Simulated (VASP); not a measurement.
# Rh (P6_3/mmc) in VASP: a series of runs

Rh is run at these levels: r2SCAN; tasks: single point, relaxation of cell and atoms.

Everything below comes from runs of VASP 6.6.1. Logs are shortened: lines on timing, memory, paths and dates and some standing lists are left out, and cuts for length are marked.

**1. The cell of the first run**

The structure is hexagonal, space group P6_3/mmc (No. 194). Conventional cell: a = 2.758 Å, b = 2.758 Å, c = 4.296 Å, α = 90.00°, β = 90.00°, γ = 120.00°. Within 3.5 Å of Rh (site symmetry -6m2) lie 12 Rh at 2.67 to 2.76 Å.

This isn't the form of Rh at room conditions, which is fcc.

**2. Single point, r2SCAN (biaxial strain in the a-b plane: +2.0 %)**

The input, POSCAR:

```
Rh
1.0
    2.7577160472      0.0000000000      0.0000000000
   -1.3788580236      2.3882521533      0.0000000000
    0.0000000000      0.0000000000      4.2964338154
Rh
2
Direct
    0.6666666667      0.3333333333      0.7500000000
    0.3333333333      0.6666666667      0.2500000000
```

The input, INCAR.step1:

```
  ALGO = Normal
  EDIFF = 1E-4
  ENCUT = 520
  GGA = PE
  ISMEAR = 0
  LASPH = T
  LCHARG = F
  LREAL = F
  LWAVE = T
  NBANDS = 22
  NELM = 80
  PREC = Accurate
  SIGMA = 0.1
```

The input, INCAR.step2:

```
  ALGO = Normal
  EDIFF = 1E-6
  ENCUT = 520
  ISIF = 2
  ISMEAR = 0
  ISTART = 1
  LASPH = T
  LCHARG = F
  LMIXTAU = T
  LREAL = F
  LWAVE = F
  METAGGA = R2SCAN
  NBANDS = 22
  NELM = 80
  PREC = Accurate
  SIGMA = 0.1
```

The input, KPOINTS:

```
k-points
0
Gamma
  24 24 12
```

Potentials or basis: VASP PAW PBE potentials, release 64 (Rh_pv).

Launch:

```
> cat potpaw_PBE.64/Rh_pv/POTCAR > POTCAR
> cp INCAR.step1 INCAR
> mpirun -np 1 vasp_std > vasp.out
> cp INCAR.step2 INCAR
> mpirun -np 1 vasp_std > vasp.out
```

OUTCAR:

```text
EDIFF = 1E-6
   ENCUT = 520
   ISIF = 2
   ISMEAR = 0
   ISTART = 1
   LASPH = T
   LREAL = F
   METAGGA = R2SCAN
   NELM = 80
   PREC = Accurate

 ion  position               nearest neighbor table
   1  0.667  0.333  0.750-   2 2.67   2 2.67   2 2.67   2 2.67   2 2.67   2 2.67
   2  0.333  0.667  0.250-   1 2.67   1 2.67   1 2.67   1 2.67   1 2.67   1 2.67

  LATTYP: Found a hexagonal cell.
 ALAT       =     2.7577160472
 C/A-ratio  =     1.5579681671

  Lattice vectors:

 A1 = (   2.7577160472,   0.0000000000,   0.0000000000)
 A2 = (  -1.3788580236,   2.3882521533,   0.0000000000)
 A3 = (   0.0000000000,   0.0000000000,   4.2964338154)

Analysis of symmetry for initial positions (statically):
=====================================================================
 Subroutine PRICEL returns:
 Original cell was already a primitive cell.

 Routine SETGRP: Setting up the symmetry group for a
 hexagonal supercell.

 Subroutine GETGRP returns: Found 24 space group operations
 (whereof 12 operations were pure point group operations)
 out of a pool of 24 trial point group operations.

The static configuration has the point symmetry D_3d.
 The point group associated with its full space group is D_6h.

Analysis of symmetry for dynamics (positions and initial velocities):
=====================================================================
 Subroutine PRICEL returns:
 Original cell was already a primitive cell.

 Routine SETGRP: Setting up the symmetry group for a
 hexagonal supercell.

 Subroutine GETGRP returns: Found 24 space group operations
 (whereof 12 operations were pure point group operations)
 out of a pool of 24 trial point group operations.

The dynamic configuration has the point symmetry D_3d.
 The point group associated with its full space group is D_6h.

 Subroutine INISYM returns: Found 24 space group operations
 (whereof 12 operations are pure point group operations),
 and found     1 'primitive' translations

----------------------------------------------------------------------------------------

                                     Primitive cell

  volume of cell :      28.2968

  direct lattice vectors                    reciprocal lattice vectors
     2.757716047  0.000000000  0.000000000     0.362618915  0.209358128  0.000000000
    -1.378858024  2.388252153  0.000000000     0.000000000  0.418716256  0.000000000
     0.000000000  0.000000000  4.296433815     0.000000000  0.000000000  0.232751171

  length of vectors
     2.757716047  2.757716047  4.296433815     0.418716256  0.418716256  0.232751171

  position of ions in fractional coordinates (direct lattice)
     0.666666667  0.333333333  0.750000000
     0.333333333  0.666666667  0.250000000

  ion indices of the primitive-cell ions
   primitive index   ion index
                 1           1
                 2           2

----------------------------------------------------------------------------------------

 KPOINTS: k-points

Automatic generation of k-mesh.
 Grid dimensions read from file:
 generate k-points for:   24   24   12

 Generating k-lattice:

  Cartesian coordinates                     Fractional coordinates (reciprocal lattice)
     0.015109121  0.008723255  0.000000000     0.041666667 -0.000000000  0.000000000
     0.000000000  0.017446511  0.000000000     0.000000000  0.041666667  0.000000000
     0.000000000  0.000000000  0.019395931     0.000000000  0.000000000  0.083333333

  Length of vectors
     0.017446511  0.017446511  0.019395931

  Shift w.r.t. Gamma in fractional coordinates (k-lattice)
     0.000000000  0.000000000  0.000000000

 Subroutine IBZKPT returns following result:
 ===========================================

 Found    427 irreducible k-points:

 Following reciprocal coordinates:
            Coordinates               Weight
  0.000000  0.000000  0.000000      1.000000
  0.041667 -0.000000  0.000000      6.000000
  0.083333 -0.000000  0.000000      6.000000
  0.125000 -0.000000  0.000000      6.000000
  0.166667 -0.000000  0.000000      6.000000
  0.208333 -0.000000  0.000000      6.000000
[... 16 lines left out ...]
  0.416667  0.041667  0.000000     12.000000
  0.458333  0.041667  0.000000     12.000000
 [... further k-points ...]
   k-points           NKPTS =    427   k-points in BZ     NKDIM =    427   number of bands    NBANDS=     22
   number of dos      NEDOS =    301   number of ions     NIONS =      2
   total plane-waves  NPLWV =  18432
   dimension x,y,z NGX =    24 NGY =   24 NGZ =   32
   dimension x,y,z NGXF=    48 NGYF=   48 NGZF=   64
   ions per type =               2
   NGX,Y,Z   is equivalent  to a cutoff of  14.47, 14.47, 12.38 a.u.
   NGXF,Y,Z  is equivalent  to a cutoff of  28.94, 28.94, 24.76 a.u.
 SYSTEM =  unknown system
   PREC   = accura    normal or accurate (medium, high low for compatibility)
   ISTART =      1    job   : 0-new  1-cont  2-samecut
   ICHARG =      0    charge: 1-file 2-atom 10-const
   ISPIN  =      1    spin polarized calculation?
   LNONCOLLINEAR =      F non collinear calculations
   LSORBIT =      F    spin-orbit coupling
   LASPH  =      T    aspherical Exc in radial PAW
   ENCUT  =  520.0 eV  38.22 Ry    6.18 a.u.   5.13  5.13  7.99*2*pi/ulx,y,z
   NELM   =     80;   NELMIN=  2; NELMDL=  0     # of ELM steps
   EDIFF  = 0.1E-05   stopping-criterion for ELM
   LREAL  =      F    real-space projection
   EDIFFG = 0.1E-04   stopping-criterion for IOM
   NSW    =      0    number of steps for IOM
   IBRION =     -1    ionic relax: 0-MD 1-quasi-New 2-CG
   NFREE  =      0    steps in history (QN), initial steepest desc. (CG)
   ISIF   =      2    stress and relaxation
   ISYM   =      2    0-nonsym 1-usesym 2-fastsym
   POTIM  = 0.5000    time-step for ionic-motion
   TEBEG  =    0.0;   TEEND  =   0.0 temperature during run
   PSTRESS=    0.0 pullay stress
   NELECT =      30.0000    total number of electrons
   NUPDOWN=      -1.0000    fix difference up-down
   EMIN   =  10.00;   EMAX   =-10.00  energy-range for DOS
   EFERMI =   0.00;   METHOD = LEGACY
   ISMEAR =     0;   SIGMA  =   0.10  broadening in eV -4-tet -1-fermi 0-gaus
   EFERMI_NEDOS =   21; number of points for ismear=-14 and -15
   IALGO  =     38    algorithm
   IMIX   =      4    mixing-type and parameters
     AMIX     =   0.40;   BMIX     =  1.00
     AMIX_MAG =   1.60;   BMIX_MAG =  1.00
  volume/ion in A,a.u.               =      14.15        95.48
  Fermi-wavevector in a.u.,A,eV,Ry     =   1.669306  3.154531 37.913759  2.786583
  Thomas-Fermi vector in A             =   2.755002
   LORBIT       =      0    0 simple, 1 ext, 2 COOP (PROOUT), +10 PAW based schemes
   METAGGA = R2SCAN    functional components
   LHFCALC =     F    Hartree Fock is set to
   AEXX    =    0.0000 exact exchange contribution
   IVDW    =     0    specifies the selected vdW correction
   LEPSILON=     F    determine dielectric tensor
   LRPA    =     F    only Hartree local field effects (RPA)
 non-spin polarized calculation
 Gauss-broadening in eV      SIGMA  =   0.10
  energy-cutoff  :      520.00
  volume of cell :       28.30
 maximum number of plane-waves:       780
 NGX is ok and might be reduce to    24
   NGX = 11   NGY = 11   NGZ = 15

 number of electron      30.0000002 magnetization

 Free energy of the ion-electron system (eV)
  ---------------------------------------------------
  ext. energy  EPLUGINS =         0.00000000
  ---------------------------------------------------
  free energy    TOTEN  =       -48.16282658 eV

  energy without entropy =      -48.14584337  energy(sigma->0) =      -48.15433498

 E-fermi :  11.3373     XC(G=0): -14.9904

 val. band max:       11.3369443310   @ k =   0.3333   0.2083   0.1667
 cond. band min:      11.3413807992   @ k =   0.2500   0.2083   0.1667
 fundamental gap:      0.0044364682
 Fermi energy:        11.3372613084

 k-point     1 :       0.0000    0.0000    0.0000
  band No.  band energies     occupation
      1     -37.3020      2.00000
      2     -36.6233      2.00000
      3     -36.6233      2.00000
      4     -36.5048      2.00000
      5     -36.4946      2.00000
      6     -36.4946      2.00000
[... 14 lines left out ...]
     21      28.6677      0.00000
     22      28.6683      0.00000

 k-point     2 :       0.0417   -0.0000    0.0000
  band No.  band energies     occupation
      1     -37.2980      2.00000
      2     -36.6311      2.00000
      3     -36.6261      2.00000
      4     -36.5068      2.00000
      5     -36.5029      2.00000
      6     -36.4957      2.00000
[... 14 lines left out ...]
     21      28.6677      0.00000
     22      28.6681      0.00000

 k-point     3 :       0.0833   -0.0000    0.0000
  band No.  band energies     occupation
      1     -37.2860      2.00000
      2     -36.6542      2.00000
      3     -36.6342      2.00000
      4     -36.5273      2.00000
      5     -36.5130      2.00000
      6     -36.4988      2.00000
[... 14 lines left out ...]
     21      28.6677      0.00000
     22      28.6679      0.00000

 k-point     4 :       0.1250   -0.0000    0.0000
  band No.  band energies     occupation
      1     -37.2666      2.00000
      2     -36.6909      2.00000
      3     -36.6469      2.00000
      4     -36.5657      2.00000
      5     -36.5233      2.00000
      6     -36.5041      2.00000
[... 14 lines left out ...]
     21      28.6678      0.00000
     22      28.6680      0.00000

 k-point     5 :       0.1667   -0.0000    0.0000
  band No.  band energies     occupation
      1     -37.2402      2.00000
      2     -36.7388      2.00000
      3     -36.6632      2.00000
      4     -36.6151      2.00000
      5     -36.5377      2.00000
      6     -36.5112      2.00000
[... 417 lines left out ...]
 k-point    22 :       0.3750    0.0417    0.0000
  band No.  band energies     occupation
      1     -37.0387      2.00000
      2     -37.0268      2.00000
      3     -36.9106      2.00000
      4     -36.7623      2.00000
      5     -36.6754      2.00000
      6     -36.5652      2.00000
[... 14 lines left out ...]
     21      25.0123      0.00000
     22      27.1348      0.00000

 k-point    23 :       0.4167    0.0417    0.0000
  band No.  band energies     occupation
      1     -37.0690      2.00000
      2     -36.9946      2.00000
      3     -36.9379      2.00000
      4     -36.7724      2.00000
      5     -36.7001      2.00000
      6     -36.5706      2.00000
[... 14 lines left out ...]
     21      24.5080      0.00000
     22      26.6494      0.00000

 k-point    24 :       0.4583    0.0417    0.0000
  band No.  band energies     occupation
      1     -37.0847      2.00000
      2     -36.9755      2.00000
      3     -36.9520      2.00000
      4     -36.7776      2.00000
      5     -36.7153      2.00000
      6     -36.5733      2.00000
[... 14 lines left out ...]
     21      24.2397      0.00000
     22      26.3195      0.00000

 [... further k-points ...]

------------------------ aborting loop because EDIFF is reached ----------------------------------------

  FORCE on cell =-STRESS in cart. coord.  units (eV):
  Direction    XX          YY          ZZ          XY          YZ          ZX
  --------------------------------------------------------------------------------------
  -------------------------------------------------------------------------------------
  Total       -1.4703182     -1.4703182     -0.0261311      0.0000000      0.0000000      0.0000000
  in kB      -83.2499659    -83.2499659     -1.4795506      0.0000000      0.0000000      0.0000000
  external PRESSURE =     -55.9931608 kB  Pullay stress =       0.0000000 kB

 VOLUME and BASIS-vectors are now :
 -----------------------------------------------------------------------------
  energy-cutoff  :      520.00
  volume of cell :       28.30
      direct lattice vectors                 reciprocal lattice vectors
     2.757716047  0.000000000  0.000000000     0.362618915  0.209358128  0.000000000
    -1.378858024  2.388252153  0.000000000     0.000000000  0.418716256  0.000000000
     0.000000000  0.000000000  4.296433815     0.000000000  0.000000000  0.232751171

 POSITION                                       TOTAL-FORCE (eV/Angst)
 -----------------------------------------------------------------------------------
      1.37886      0.79608      3.22233         0.000000     -0.000000      0.000000
     -0.00000      1.59217      1.07411        -0.000000      0.000000      0.000000
 -----------------------------------------------------------------------------------
    total drift:                               -0.000000      0.000000     -0.000000

  FREE ENERGIE OF THE ION-ELECTRON SYSTEM (eV)
  ---------------------------------------------------
  free  energy   TOTEN  =       -48.1628265807 eV

  energy  without entropy=      -48.1458433704  energy(sigma->0) =      -48.15433498
```

It took 3.9 min on 1 thread of Intel Xeon 6975P-C (Granite Rapids), shared host; peak memory 0.3 GiB.

Results:

```
Free energy            : -48.1628 eV
Pressure               : -5.6 GPa
Band gap on the k mesh : zero (bands 15 and 16 overlap by 2.28 eV)
```

Stress tensor (GPa, compression positive):
```
-8.32  0.00  0.00
 0.00 -8.32  0.00
 0.00  0.00 -0.15
```

Caveat: the cell differs from its parent crystal (biaxial strain in the a-b plane: +2.0 %); the cell stands under tension; the PAW data sets were made with another functional, which shifts forces and pressure a little.

(Part 1 of 3 ends here.)
